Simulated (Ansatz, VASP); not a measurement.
## Co: VASP beside Ansatz

The input INCAR:

```
PREC = Accurate
ENCUT = 690
EDIFF = 1E-7
ISMEAR = -1
SIGMA = 0.05
LREAL = F
LASPH = T
NELM = 200
ALGO = Normal
ISIF = 3
LWAVE = F
LCHARG = F
ISPIN = 2
MAGMOM = 1.7
LORBIT = 11
LMAXMIX = 4
GGA = RP
IBRION = 2
NSW = 80
EDIFFG = -0.01
GGA_COMPAT = F
NELMIN = 4
```

The input KPOINTS:

```
Automatic mesh
0
Gamma
  14 14 14
```

File POSCAR:

```
Co
1.0
    2.2868488050      0.0000000000      0.0000000000
    0.0000000000      2.2868488050      0.0000000000
    0.0000000000      0.0000000000      2.2868488050
Co
1
Direct
    0.0000000000      0.0000000000      0.0000000000
```

Input for Ansatz:

```yaml
crystal:
  lattice:
    - [2.286848805, 0.0, 0.0]
    - [0.0, 2.286848805, 0.0]
    - [0.0, 0.0, 2.286848805]
  atoms:
    - { symbol: Co, position: [0.0, 0.0, 0.0], spin: 1.7 }
hamiltonian:
  xc: rpbe
  pseudopotentials:
    kind: paw
    azcp:
      Co: "pseudopotentials/Co.paw.azcp"
basis:
  ecutwfc: 420
  fft_grid_basis: typed
kpoints:
  mp_grid: { grid: [14, 14, 14], shift: [0, 0, 0] }
magnetization:
  spin_polarized: true
scf:
  occupations: { method: fermi_dirac, width: 0.05 }
relax:
  max_steps: 60
  f_tol: 0.01
  cell: {}
```

Alike in both runs: task relaxation of cell and atoms; functional RPBE; k mesh 14 × 14 × 14; occupations fermi-dirac, width 0.05 eV; collinear spin.

|  | VASP | Ansatz |
| --- | --- | --- |
| version | VASP 6.6.1 | Ansatz 0.2.0 |
| potentials or method | VASP PAW PBE potentials, release 64 (Co_sv), cutoff 690 eV | plane waves (420 eV) with PAW, scalar-relativistic |
| valence electrons in the cell | 17 | 17 |

```csv
,VASP,Ansatz,Ansatz less VASP
net moment per atom (μB),1.89,1.90,+0.005
size of the moment on the site where the two differ most (μB),1.91,1.93,+0.025
relaxed volume (Å³/atom),13.07,13.24,+0.164
relaxed length of the cell vector where the two differ most in proportion (Å),2.356,2.365,+0.0098
```

VASP's potentials were made for PBE, not for RPBE. Site moments also hang on the region over which each program counts them.
